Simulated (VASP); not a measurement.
# SiNi3 (R-3m) in VASP: further runs

Runs on SiNi3. Level: PBEsol. Tasks: single point.

All numbers are computed with VASP 6.6.1; they aren't measurements. Logs are shortened: lines on timing, memory, paths and dates and some standing lists are left out, and cuts for length are marked.

### Step 1. The cell of the first run

It takes space group R-3m (No. 166, trigonal). The conventional cell has a = 2.586 Å, b = 2.586 Å, c = 22.986 Å, α = 90.00°, β = 90.00°, γ = 120.00°. Ni (site symmetry 3m) has 3 Si at 2.34 Å and 9 Ni at 2.52 to 2.59 Å within 3.1 Å. Ni (site symmetry -3m) has 12 Ni at 2.52 to 2.59 Å within 3.3 Å. Si (site symmetry -3m) has 6 Ni at 2.34 Å and 6 Si at 2.59 Å within 3.1 Å.

### Step 2. Single point, PBEsol, collinear spin, zero start

Contents of INCAR:

```
PREC = Accurate
ENCUT = 520
EDIFF = 1E-7
ISMEAR = -1
SIGMA = 0.05
LREAL = False
LASPH = True
NELM = 150
ALGO = Normal
ISIF = 2
LWAVE = False
LCHARG = False
ISPIN = 2
MAGMOM = 0 0 0 0
LORBIT = 11
NUPDOWN = 0.0
LMAXMIX = 4
GGA = PS
NBANDS = 29
```

Contents of KPOINTS:

```
regular mesh
0
Gamma
  10 10 10
```

Contents of POSCAR:

```
SiNi3
1.0
    1.2928041287      0.7464008117      7.6619893310
   -1.2928041287      0.7464008117      7.6619893310
    0.0000000000     -1.4928016234      7.6619893310
Ni Si
3 1
Direct
    0.2547330000      0.2547330000      0.2547330000
    0.5000000000      0.5000000000      0.5000000000
    0.7452670000      0.7452670000      0.7452670000
    0.0000000000      0.0000000000      0.0000000000
```

Potentials or basis: VASP PAW PBE potentials, release 64 (Ni, Si).

Run with:

```sh
cat potpaw_PBE.64/Ni/POTCAR potpaw_PBE.64/Si/POTCAR > POTCAR
mpirun -np 1 vasp_std > vasp.out
```

OUTCAR:

```text
PREC = Accurate
   ENCUT = 520
   EDIFF = 1E-7
   ISMEAR = -1
   LREAL = False
   LASPH = True
   NELM = 150
   ISIF = 2
   ISPIN = 2
   LORBIT = 11
   NUPDOWN = 0.0
   GGA = PS

 ion  position               nearest neighbor table
   1  0.255  0.255  0.255-   4 2.34   4 2.34   4 2.34   2 2.52   2 2.52   2 2.52
   2  0.500  0.500  0.500-   1 2.52   3 2.52   1 2.52   1 2.52   3 2.52   3 2.52
   3  0.745  0.745  0.745-   4 2.34   4 2.34   4 2.34   2 2.52   2 2.52   2 2.52
   4  0.000  0.000  0.000-   3 2.34   1 2.34   3 2.34   3 2.34   1 2.34   1 2.34

  LATTYP: Found a trigonal (rhomboedric) cell.
 ALAT       =     7.8060577243
 COS(alpha) =     0.9451430144

  Lattice vectors:

 A1 = (   1.2928041287,   0.7464008117,   7.6619893310)
 A2 = (  -1.2928041287,   0.7464008117,   7.6619893310)
 A3 = (   0.0000000000,  -1.4928016234,   7.6619893310)

Analysis of symmetry for initial positions (statically):
=====================================================================
 Subroutine PRICEL returns:
 Original cell was already a primitive cell.

 Routine SETGRP: Setting up the symmetry group for a
 trigonal (rhombohedral) supercell.

 Subroutine GETGRP returns: Found 12 space group operations
 (whereof 12 operations were pure point group operations)
 out of a pool of 12 trial point group operations.

The static configuration has the point symmetry D_3d.

Analysis of symmetry for dynamics (positions and initial velocities):
=====================================================================
 Subroutine PRICEL returns:
 Original cell was already a primitive cell.

 Routine SETGRP: Setting up the symmetry group for a
 trigonal (rhombohedral) supercell.

 Subroutine GETGRP returns: Found 12 space group operations
 (whereof 12 operations were pure point group operations)
 out of a pool of 12 trial point group operations.

The dynamic configuration has the point symmetry D_3d.

Analysis of structural, dynamic, and magnetic symmetry:
=====================================================================
 Subroutine PRICEL returns:
 Original cell was already a primitive cell.

 Routine SETGRP: Setting up the symmetry group for a
 trigonal (rhombohedral) supercell.

 Subroutine GETGRP returns: Found 12 space group operations
 (whereof 12 operations were pure point group operations)
 out of a pool of 12 trial point group operations.

The overall configuration has the point symmetry D_3d.

 Subroutine INISYM returns: Found 12 space group operations
 (whereof 12 operations are pure point group operations),
 and found     1 'primitive' translations

----------------------------------------------------------------------------------------

                                     Primitive cell

  volume of cell :      44.3606

  direct lattice vectors                    reciprocal lattice vectors
     1.292804129  0.746400812  7.661989331     0.386756191  0.223293791  0.043504803
    -1.292804129  0.746400812  7.661989331    -0.386756191  0.223293791  0.043504803
     0.000000000 -1.492801623  7.661989331     0.000000000 -0.446587582  0.043504803

  length of vectors
     7.806057724  7.806057724  7.806057724     0.448701611  0.448701611  0.448701611

  position of ions in fractional coordinates (direct lattice)
     0.254733000  0.254733000  0.254733000
     0.500000000  0.500000000  0.500000000
     0.745267000  0.745267000  0.745267000
     0.000000000  0.000000000  0.000000000

  ion indices of the primitive-cell ions
   primitive index   ion index
                 1           1
                 2           2
                 3           3
                 4           4

----------------------------------------------------------------------------------------

 KPOINTS: regular mesh

Automatic generation of k-mesh.
 Grid dimensions read from file:
 generate k-points for:   10   10   10

 Generating k-lattice:

  Cartesian coordinates                     Fractional coordinates (reciprocal lattice)
     0.038675619  0.022329379  0.004350480     0.100000000 -0.000000000  0.000000000
    -0.038675619  0.022329379  0.004350480    -0.000000000  0.100000000  0.000000000
     0.000000000 -0.044658758  0.004350480     0.000000000  0.000000000  0.100000000

  Length of vectors
     0.044870161  0.044870161  0.044870161

  Shift w.r.t. Gamma in fractional coordinates (k-lattice)
     0.000000000  0.000000000  0.000000000

 Subroutine IBZKPT returns following result:
 ===========================================

 Found    116 irreducible k-points:

 Following reciprocal coordinates:
            Coordinates               Weight
  0.000000  0.000000  0.000000      1.000000
  0.100000  0.000000  0.000000      6.000000
  0.200000  0.000000  0.000000      6.000000
  0.300000 -0.000000  0.000000      6.000000
  0.400000  0.000000  0.000000      6.000000
  0.500000  0.000000  0.000000      3.000000
[... 16 lines left out ...]
  0.300000  0.300000  0.000000      6.000000
  0.400000  0.300000  0.000000     12.000000
 [... further k-points ...]
   k-points           NKPTS =    116   k-points in BZ     NKDIM =    116   number of bands    NBANDS=     29
   number of dos      NEDOS =    301   number of ions     NIONS =      4
   total plane-waves  NPLWV = 216000
   dimension x,y,z NGX =    60 NGY =   60 NGZ =   60
   dimension x,y,z NGXF=   120 NGYF=  120 NGZF=  120
   ions per type =               3   1
   NGX,Y,Z   is equivalent  to a cutoff of  12.78, 12.78, 12.78 a.u.
   NGXF,Y,Z  is equivalent  to a cutoff of  25.56, 25.56, 25.56 a.u.
 SYSTEM =  unknown system
   PREC   = accura    normal or accurate (medium, high low for compatibility)
   ISTART =      0    job   : 0-new  1-cont  2-samecut
   ICHARG =      2    charge: 1-file 2-atom 10-const
   ISPIN  =      2    spin polarized calculation?
   LNONCOLLINEAR =      F non collinear calculations
   LSORBIT =      F    spin-orbit coupling
   LASPH  =      T    aspherical Exc in radial PAW
   ENCUT  =  520.0 eV  38.22 Ry    6.18 a.u.  14.51 14.51 14.51*2*pi/ulx,y,z
   NELM   =    150;   NELMIN=  2; NELMDL= -5     # of ELM steps
   EDIFF  = 0.1E-06   stopping-criterion for ELM
   LREAL  =      F    real-space projection
   EDIFFG = 0.1E-05   stopping-criterion for IOM
   NSW    =      0    number of steps for IOM
   IBRION =     -1    ionic relax: 0-MD 1-quasi-New 2-CG
   NFREE  =      0    steps in history (QN), initial steepest desc. (CG)
   ISIF   =      2    stress and relaxation
   ISYM   =      2    0-nonsym 1-usesym 2-fastsym
   POTIM  = 0.5000    time-step for ionic-motion
   TEBEG  =    0.0;   TEEND  =   0.0 temperature during run
   PSTRESS=    0.0 pullay stress
   NELECT =      34.0000    total number of electrons
   NUPDOWN=       0.0000    fix difference up-down
   EMIN   =  10.00;   EMAX   =-10.00  energy-range for DOS
   EFERMI =   0.00;   METHOD = LEGACY
   ISMEAR =    -1;   SIGMA  =   0.05  broadening in eV -4-tet -1-fermi 0-gaus
   EFERMI_NEDOS =   21; number of points for ismear=-14 and -15
   IALGO  =     38    algorithm
   IMIX   =      4    mixing-type and parameters
     AMIX     =   0.40;   BMIX     =  1.00
     AMIX_MAG =   1.60;   BMIX_MAG =  1.00
  volume/ion in A,a.u.               =      11.09        74.84
  Fermi-wavevector in a.u.,A,eV,Ry     =   1.498196  2.831180 30.539513  2.244591
  Thomas-Fermi vector in A             =   2.609986
   LORBIT       =     11    0 simple, 1 ext, 2 COOP (PROOUT), +10 PAW based schemes
   GGA     = PS    functional components
   LHFCALC =     F    Hartree Fock is set to
   AEXX    =    0.0000 exact exchange contribution
   IVDW    =     0    specifies the selected vdW correction
   LEPSILON=     F    determine dielectric tensor
   LRPA    =     F    only Hartree local field effects (RPA)
 spin polarized calculation
  energy-cutoff  :      520.00
  volume of cell :       44.36
 maximum number of plane-waves:      1212
 NGX is ok and might be reduce to    60
   NGX = 29   NGY = 29   NGZ = 29

 number of electron      34.0000003 magnetization      -0.0000000

 number of electron      34.0000003 magnetization       0.0000000

 Free energy of the ion-electron system (eV)
  ---------------------------------------------------
  ext. energy  EPLUGINS =         0.00000000
  ---------------------------------------------------
  free energy    TOTEN  =       -24.95581169 eV

  energy without entropy =      -24.91291973  energy(sigma->0) =      -24.93436571

 E-fermi :  10.0617     XC(G=0): -13.0552

 val. band max:       10.0613188747   @ k =  -0.2000  -0.3000   0.1000
 cond. band min:      10.0621987452   @ k =  -0.2000   0.2000   0.1000
 fundamental gap:      0.0008798705
 Fermi energy:        10.0617398874

 spin component 1

 k-point     1 :       0.0000    0.0000    0.0000
  band No.  band energies     occupation
      1      -3.7094      1.00000
      2       1.9932      1.00000
      3       2.7816      1.00000
      4       5.7888      1.00000
      5       7.2658      1.00000
      6       8.1136      1.00000
[... 21 lines left out ...]
     28      28.9811      0.00000
     29      29.1505      0.00000

 k-point     2 :       0.1000    0.0000    0.0000
  band No.  band energies     occupation
      1      -3.4272      1.00000
      2       2.2682      1.00000
      3       3.0948      1.00000
      4       5.9789      1.00000
      5       7.2709      1.00000
      6       7.9367      1.00000
[... 21 lines left out ...]
     28      28.0030      0.00000
     29      28.9487      0.00000

 k-point     3 :       0.2000    0.0000    0.0000
  band No.  band energies     occupation
      1      -2.5895      1.00000
      2       3.0679      1.00000
      3       3.9566      1.00000
      4       6.4409      1.00000
      5       7.1440      1.00000
      6       7.4092      1.00000
[... 638 lines left out ...]
      5       6.9237      1.00000
      6       7.1532      1.00000
[... 21 lines left out ...]
     28      24.6405      0.00000
     29      27.1099      0.00000

 k-point    24 :       0.4000    0.3000    0.0000
  band No.  band energies     occupation
      1      -0.1596      1.00000
      2       4.8654      1.00000
      3       5.6060      1.00000
      4       6.2457      1.00000
      5       6.8546      1.00000
      6       7.0112      1.00000
[... 21 lines left out ...]
     28      23.5537      0.00000
     29      24.3962      0.00000

 [... further k-points ...]

 spin component 2

 k-point     1 :       0.0000    0.0000    0.0000
  band No.  band energies     occupation
      1      -3.7094      1.00000
      2       1.9932      1.00000
      3       2.7816      1.00000
      4       5.7888      1.00000
      5       7.2658      1.00000
      6       8.1136      1.00000
[... 21 lines left out ...]
     28      28.9808      0.00000
     29      29.1505      0.00000

 k-point     2 :       0.1000    0.0000    0.0000
  band No.  band energies     occupation
      1      -3.4272      1.00000
      2       2.2682      1.00000
      3       3.0948      1.00000
      4       5.9789      1.00000
      5       7.2709      1.00000
      6       7.9367      1.00000
[... 21 lines left out ...]
     28      28.0030      0.00000
     29      28.9487      0.00000

 k-point     3 :       0.2000    0.0000    0.0000
  band No.  band energies     occupation
      1      -2.5895      1.00000
      2       3.0679      1.00000
      3       3.9566      1.00000
      4       6.4409      1.00000
      5       7.1440      1.00000
      6       7.4092      1.00000
[... 638 lines left out ...]
      5       6.9237      1.00000
      6       7.1532      1.00000
[... 21 lines left out ...]
     28      24.6405      0.00000
     29      27.1099      0.00000

 k-point    24 :       0.4000    0.3000    0.0000
  band No.  band energies     occupation
      1      -0.1596      1.00000
      2       4.8654      1.00000
      3       5.6060      1.00000
      4       6.2457      1.00000
      5       6.8546      1.00000
      6       7.0112      1.00000
[... 21 lines left out ...]
     28      23.5537      0.00000
     29      24.3962      0.00000

 [... further k-points ...]

------------------------ aborting loop because EDIFF is reached ----------------------------------------

  FORCE on cell =-STRESS in cart. coord.  units (eV):
  Direction    XX          YY          ZZ          XY          YZ          ZX
  --------------------------------------------------------------------------------------
  -------------------------------------------------------------------------------------
  Total       -1.5269667     -1.5269667     -1.9061460      0.0000000      0.0000000      0.0000000
  in kB      -55.1496185    -55.1496185    -68.8444781      0.0000000      0.0000000      0.0000000
  external PRESSURE =     -59.7145717 kB  Pullay stress =       0.0000000 kB

 VOLUME and BASIS-vectors are now :
 -----------------------------------------------------------------------------
  energy-cutoff  :      520.00
  volume of cell :       44.36
      direct lattice vectors                 reciprocal lattice vectors
     1.292804129  0.746400812  7.661989331     0.386756191  0.223293791  0.043504803
    -1.292804129  0.746400812  7.661989331    -0.386756191  0.223293791  0.043504803
     0.000000000 -1.492801623  7.661989331     0.000000000 -0.446587582  0.043504803

 POSITION                                       TOTAL-FORCE (eV/Angst)
 -----------------------------------------------------------------------------------
      0.00000      0.00000      5.85528         0.000000     -0.000000      0.029160
      0.00000      0.00000     11.49298         0.000000      0.000000      0.000000
      0.00000      0.00000     17.13068         0.000000     -0.000000     -0.029160
      0.00000      0.00000      0.00000         0.000000     -0.000000      0.000000
 -----------------------------------------------------------------------------------
    total drift:                               -0.000000     -0.000000     -0.000000

  FREE ENERGIE OF THE ION-ELECTRON SYSTEM (eV)
  ---------------------------------------------------
  free  energy   TOTEN  =       -24.9558116890 eV

  energy  without entropy=      -24.9129197275  energy(sigma->0) =      -24.93436571

 total charge

# of ion       s       p       d       tot
------------------------------------------
    1        0.484   0.555   8.417   9.456
    2        0.475   0.434   8.305   9.215
    3        0.484   0.555   8.417   9.456
    4        0.740   0.891   0.000   1.632
--------------------------------------------------
tot          2.184   2.436  25.139  29.759

 magnetization (x)

# of ion       s       p       d       tot
------------------------------------------
    1        0.000   0.000   0.000   0.000
    2        0.000   0.000  -0.000  -0.000
    3        0.000   0.000   0.000   0.000
    4        0.000   0.000   0.000   0.000
--------------------------------------------------
tot          0.000   0.000  -0.000  -0.000
```

Run time: 27 min. Hardware: 1 thread of Intel Xeon Platinum 8488C (Sapphire Rapids), shared host; peak memory 0.74 GiB.

Results:

| Quantity | Value |
| --- | --- |
| Free energy | -24.9558 eV |
| Pressure | -6.0 GPa |
| Largest force | 0.029 eV/Å |
| Net moment | 0.00 μB per cell |
| Valence electrons inside the program's atomic spheres | Ni 9.46, 9.21 (each value once); Si 1.63 |

Forces in eV/Å, atoms in the order of the input:
```
Ni   0.000  0.000  0.029
Ni   0.000  0.000  0.000
Ni   0.000  0.000 -0.029
Si   0.000  0.000  0.000
```

Stress tensor (GPa, compression positive):
```
-5.51  0.00  0.00
 0.00 -5.51  0.00
 0.00  0.00 -6.88
```

Caveat: the cell stands under tension; the PAW data sets were made with another functional, which shifts forces and pressure a little; the total moment is fixed, so each spin has its own Fermi level.

### Step 3. Single point, PBEsol, collinear spin, ferromagnetic start

Contents of INCAR:

```
SYSTEM = SiNi3
PREC = Accurate ; ENCUT = 520
EDIFF = 1E-6 ; ISMEAR = -1
SIGMA = 0.05 ; LREAL = .FALSE.
LASPH = .TRUE. ; NELM = 150
ALGO = Normal ; ISIF = 2
LWAVE = .FALSE. ; LCHARG = .FALSE.
ISPIN = 2 ; MAGMOM = 0.266667 0.266667 0.266667 0
LORBIT = 11 ; NUPDOWN = 0.8
LMAXMIX = 4 ; GGA = PS
NBANDS = 29
```

Contents of KPOINTS:

```
regular mesh
0
G
  10 10 10
  0 0 0
```

POSCAR is that of step 2.

Potentials or basis: VASP PAW PBE potentials, release 64 (Ni, Si).

Run with:

```sh
cat potpaw_PBE.64/Ni/POTCAR potpaw_PBE.64/Si/POTCAR > POTCAR
mpirun -np 1 vasp_std > vasp.out
```

Wall time 26 min (1 thread of Intel Xeon Platinum 8488C (Sapphire Rapids), shared host); peak memory 0.76 GiB.

It converged, with:

```yaml
Free_energy: -24.9631 eV
Pressure: -5.6 GPa
Net_moment: 0.80 μB per cell
Site_moments: Ni +0.14, +0.52 (each value once); Si +0.01 μB
Valence_electrons_inside_the_program's_atomic_spheres: Ni 9.46, 9.21 (each value once); Si 1.63
```

Forces on the atoms (eV/Å):
```
Ni   0.000  0.000 -0.003
Ni   0.000  0.000  0.000
Ni   0.000  0.000  0.003
Si   0.000  0.000  0.000
```

Stress tensor (GPa, compression positive):
```
-5.41  0.00  0.00
 0.00 -5.41  0.00
 0.00  0.00 -6.01
```

Caveat: the cell stands under tension; the PAW data sets were made with another functional, which shifts forces and pressure a little; the total moment is fixed, so each spin has its own Fermi level and the state may be an excited one.
